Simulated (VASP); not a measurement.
A run of VASP 6.6.1 is set up as follows.

Contents of INCAR:

```
ALGO = Fast
EDIFF = 1E-6
ENCUT = 520
GGA = PS
ISIF = 2
ISMEAR = 0
LASPH = T
LCHARG = F
LREAL = F
LWAVE = F
NBANDS = 14
NELM = 60
PREC = Accurate
SIGMA = 0.1
```

Contents of KPOINTS:

```
k-points
0
Gamma
  8 8 8
```

The input POSCAR:

```
Bi
1.0
    0.0000000000      2.4678283173      2.4678283173
    2.4678283173      0.0000000000      2.4678283173
    2.4678283173      2.4678283173      0.0000000000
Bi
1
Direct
    0.0000000000      0.0000000000      0.0000000000
```

Potentials or basis: VASP PAW PBE potentials, release 64 (Bi_d).

Command:

```console
$ cat potpaw_PBE.64/Bi_d/POTCAR > POTCAR
$ mpirun -np 1 vasp_std > vasp.out
```

Q: Estimate the pressure.

A: 0.1 GPa.

Caveat: the PAW data sets were made with another functional, which shifts forces and pressure a little.
